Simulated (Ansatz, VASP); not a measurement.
# Li: VASP beside Ansatz

Contents of INCAR:

```
  PREC = Accurate
  ENCUT = 600
  EDIFF = 1E-6
  ISMEAR = 1
  SIGMA = 0.1
  LREAL = F
  LASPH = T
  NELM = 100
  ALGO = Normal
  ISIF = 3
  LWAVE = F
  LCHARG = F
  GGA = PE
  IBRION = 2
  NSW = 80
  EDIFFG = -0.005
```

File KPOINTS:

```
Automatic mesh
0
Gamma
  20 20 20
```

File POSCAR:

```
Li
1.0
    3.4500000000      0.0000000000      0.0000000000
    0.0000000000      3.4500000000      0.0000000000
    0.0000000000      0.0000000000      3.4500000000
Li
2
Direct
    0.0000000000      0.0000000000      0.0000000000
    0.5000000000      0.5000000000      0.5000000000
```

Input for Ansatz:

```yaml
crystal:
  lattice:
    - [3.45, 0.0, 0.0]
    - [0.0, 3.45, 0.0]
    - [0.0, 0.0, 3.45]
  atoms:
    - { symbol: Li, position: [0.0, 0.0, 0.0] }
    - { symbol: Li, position: [0.5, 0.5, 0.5] }
scf:
  occupations: { method: methfessel_paxton, width: 0.1 }
output:
  forces: true
  stress: true
  eigenvalues: true
hamiltonian:
  xc: pbe
kpoints:
  mp_grid: { grid: [20, 20, 20] }
relax:
  f_tol: 0.005
  cell: { stress_tol: 0.02 }
```

Alike in both runs: task relaxation of cell and atoms; functional PBE; k mesh 20 × 20 × 20; occupations methfessel-paxton of order 1, width 0.1 eV; no spin polarisation.

|  | VASP | Ansatz |
| --- | --- | --- |
| version | VASP 6.6.1 | Ansatz 0.2.0 |
| potentials or method | VASP PAW PBE potentials, release 64 (Li_sv) | scalar-relativistic, plane waves, PAW |
| plane-wave cutoff (eV) | 600 | 420 |
| valence electrons in the cell | 6 | 6 |

Ansatz gave:

```
gap on the k mesh at the Fermi level, each at its own relaxed structure (eV)  : none
relaxed volume (Å³/atom)                                                      : 20.25
relaxed length of the cell vector where the two differ most in proportion (Å) : 3.434
```

Which values does VASP return?

gap on the k mesh at the Fermi level, each at its own relaxed structure (eV): none; relaxed volume (Å³/atom): 20.09; relaxed length of the cell vector where the two differ most in proportion (Å): 3.425.

A gap of «none» marks a metal or a gap that the smearing closes.

Noted on VASP's run: the cutoff is under 1.25 times that of the potentials, so the pressure is a little rough.
